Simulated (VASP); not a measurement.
**Al: single point with PBE**

Crystal: Al.

```
Al
1.0
    -1.98219    1.98219    1.05040
     1.98219   -1.98219    1.05040
     1.98219    1.98219   -1.05040
Al
2
Direct
  0.62500 0.87500 0.75000
  0.37500 0.12500 0.25000
```

This cell differs from its parent crystal: volume scaled by 0.43.

* Program: VASP 6.6.1
* Task: single point
* Functional: PBE
* Potentials or basis: VASP PAW PBE potentials, release 64 (Al)
* Cutoff: 520 eV
* k mesh: 16 × 16 × 16
* Occupations: fermi-dirac, width 0.05 eV
* Spin: no spin polarisation

```
Pressure               : 261.0 GPa
Band gap on the k mesh : zero (band 3 reaches 21.29 eV, above the bottom of band 4 at 10.76 eV)
```

Stress tensor (GPa, compression positive):
```
260.94   0.00   0.00
  0.00 260.94   0.00
  0.00   0.00 261.24
```

Levels at points of the mesh, in eV from the Fermi level:
| k point | band 1 | band 2 | band 3 | band 4 | band 5 | band 6 | band 7 | band 8 |
| --- | --- | --- | --- | --- | --- | --- | --- | --- |
| (0.00, 0.00, 0.00) | -16.74 | -1.13 | -0.16 | -0.16 | 3.79 | 10.92 | 13.95 | 19.11 |
| (0.50, 0.00, 0.00) | -7.48 | -6.05 | -0.17 | 1.09 | 1.68 | 4.24 | 9.34 | 10.51 |
| (0.50, 0.50, 0.00) | -12.20 | -12.20 | 3.20 | 3.20 | 5.68 | 5.68 | 15.35 | 15.35 |
| (0.50, 0.50, 0.50) | -8.70 | -8.70 | -6.85 | -6.85 | 12.16 | 12.16 | 21.99 | 21.99 |

Wall time 18 s on 1 thread of Intel(R) Xeon(R) 6975P-C (Granite Rapids), with other jobs on the host, peak memory 0.16 GiB.
